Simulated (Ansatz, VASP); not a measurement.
Fe in VASP and in Ansatz

```xyz
1
Lattice="-1.4620 1.4620 1.4620 1.4620 -1.4620 1.4620 1.4620 1.4620 -1.4620" Properties=species:S:1:pos:R:3 pbc="T T T"
Fe    0.0000    0.0000    0.0000
```

Change from the starting cell: volume scaled by 1.04.

Alike in both runs: task single point; functional PBEsol; k mesh 13 × 13 × 13; occupations fermi-dirac, width 0.05 eV; collinear spin.

```csv
,VASP,Ansatz
version,VASP 6.6.1,Ansatz 0.2.0
potentials or method,"VASP PAW PBE potentials, release 64 (Fe), cutoff 520 eV","all-electron LAPW, scalar-relativistic"
```

Ansatz gave:

| Item | Value |
| --- | --- |
| gap on the k mesh at the Fermi level (eV) | none |
| pressure (GPa) | -21.1 |
| net moment per atom (μB) | 2.39 |
| size of the moment on the site where the two differ most (μB) | 2.45 |

Q: Estimate VASP's values.

A: gap on the k mesh at the Fermi level (eV): none; pressure (GPa): -20.1; net moment per atom (μB): 2.44; size of the moment on the site where the two differ most (μB): 2.44.

VASP's potentials were made for PBE, not for PBEsol. Site moments also hang on the region over which each program counts them. A gap of «none» marks a metal or a gap that the smearing closes. Ansatz ran all-electron here, and VASP with PAW potentials.
